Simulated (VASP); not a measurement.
**Au: single point with r2SCAN**

The system is Au.

```
Au
1.0
     0.00000    2.06152    2.06152
     2.06152    0.00000    2.06152
     2.06152    2.06152    0.00000
Au
1
Direct
  0.00000 0.00000 0.00000
```

```
Program                : VASP 6.6.1
Task                   : single point
Functional             : r2SCAN
Potentials or basis    : VASP PAW PBE potentials, release 64 (Au)
Cutoff                 : 520 eV
k mesh                 : 13 × 13 × 13
Occupations            : methfessel-paxton, width 0.01 eV
Spin                   : no spin polarisation
Dipole correction      : no
Further INCAR settings : ALGO = Normal; EDIFF = 1e-06; NBANDS = 12
```

```json
{
  "Pressure": "0.1 GPa"
}
```

Levels at points of the mesh, in eV from the Fermi level:
| k point | band 4 | band 5 | band 6 | band 7 | band 8 | band 9 |
| --- | --- | --- | --- | --- | --- | --- |
| (0.00, 0.00, 0.00) | -4.90 | -3.45 | -3.45 | 15.25 | 19.18 | 19.18 |

Wall time 2.3 min on 1 thread of AMD EPYC 7R13, with other jobs on the host, peak memory 0.12 GiB.

Caveat: the PAW data sets were made with another functional, which shifts forces and pressure a little; spin-orbit coupling is left out, which moves the levels of the heavy elements.
